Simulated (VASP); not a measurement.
# Zn6O: relaxation of cell and atoms with PBE

Zn6O:

```xyz
7
Lattice="-3.1891 3.1891 2.5869 3.1891 -3.1891 2.5869 3.1891 3.1891 -2.5869" Properties=species:S:1:pos:R:3 pbc="T T T"
Zn    0.0000    3.1891    1.2935
Zn    3.1891    0.0000    1.2935
Zn    2.1282    2.1282    2.5869
Zn    1.0609    1.0609    0.0000
Zn   -2.1282    2.1282    2.5869
Zn    2.1282   -2.1282    2.5869
O     0.0000    0.0000    2.5869
```

The cell was generated, and may not be a known phase.

```json
{"Program": "VASP 6.6.1", "Task": "relaxation of cell and atoms", "Functional": "PBE", "Potentials or basis": "VASP PAW PBE potentials, release 64 (Zn, O)", "Cutoff": "600 eV", "k mesh": "4 × 4 × 4", "Occupations": "gaussian, width 0.2 eV", "Spin": "no spin polarisation", "Dipole correction": "no", "Further INCAR settings": "ALGO = Normal; EDIFF = 1e-06; IBRION = 2; EDIFFG = -0.08; NSW = 36; ISIF = 3"}
```

```json
{
 "Relaxed volume": "15.81 Å³/atom",
 "Relaxed cell": "a = 5.248 Å, b = 5.248 Å, c = 5.248 Å, α = 111.94°, β = 111.94°, γ = 104.63°",
 "Space group after relaxing (to 0.1 Å)": "I4/mmm (No. 139)",
 "Pressure after relaxing": "0.1 GPa",
 "Largest force after relaxing": "0.031 eV/Å",
 "Band gap on the k mesh": "zero (bands 39 and 40 overlap by 1.97 eV)"
}
```

Forces on the atoms (eV/Å):
```
Zn   0.000  0.000  0.000
Zn   0.000  0.000  0.000
Zn   0.022  0.022  0.000
Zn  -0.022 -0.022  0.000
Zn  -0.022  0.022  0.000
Zn   0.022 -0.022  0.000
O    0.000  0.000  0.000
```

Stress tensor (GPa, compression positive):
```
-0.07  0.00  0.00
 0.00 -0.07  0.00
 0.00  0.00  0.57
```

Final structure:
```cif
data_structure
_symmetry_space_group_name_H-M 'P 1'
_symmetry_Int_Tables_number 1
_cell_length_a 5.2484
_cell_length_b 5.2484
_cell_length_c 5.2484
_cell_angle_alpha 111.943
_cell_angle_beta 111.943
_cell_angle_gamma 104.633
_cell_volume 110.70
loop_
_atom_site_label
_atom_site_type_symbol
_atom_site_fract_x
_atom_site_fract_y
_atom_site_fract_z
_atom_site_occupancy
Zn1 Zn 0.75000 0.25000 0.50000 1
Zn2 Zn 0.25000 0.75000 0.50000 1
Zn3 Zn 0.75048 0.75048 0.50096 1
Zn4 Zn 0.24952 0.24952 0.49904 1
Zn5 Zn 0.75048 0.24952 0.00000 1
Zn6 Zn 0.24952 0.75048 0.00000 1
O1 O 0.50000 0.50000 0.00000 1
```

Levels at points of the mesh, in eV from the Fermi level:
| k point | band 35 | band 36 | band 37 | band 38 | band 39 | band 40 | band 41 | band 42 | band 43 | band 44 |
| --- | --- | --- | --- | --- | --- | --- | --- | --- | --- | --- |
| (0.00, 0.00, 0.00) | -2.62 | -2.36 | -0.76 | -0.76 | -0.38 | -0.38 | -0.34 | 0.72 | 2.07 | 2.65 |
| (0.50, 0.00, 0.00) | -3.41 | -2.19 | -2.15 | -1.10 | -0.49 | 0.57 | 1.31 | 1.43 | 5.11 | 5.25 |
| (0.50, 0.50, 0.00) | -3.06 | -2.70 | -2.44 | -1.61 | -0.39 | 0.18 | 1.06 | 3.38 | 5.12 | 5.41 |
| (0.50, 0.50, 0.50) | -5.07 | -4.50 | -1.46 | -1.46 | -1.40 | 1.18 | 3.63 | 4.00 | 4.96 | 4.96 |

It took 54 min on 1 thread of AMD EPYC 7R13, on a shared host, peak memory 0.27 GiB.

Caveat: the k points lie up to 0.36 Å⁻¹ apart in the final cell, too coarse for converged energies and pressures of a metal.
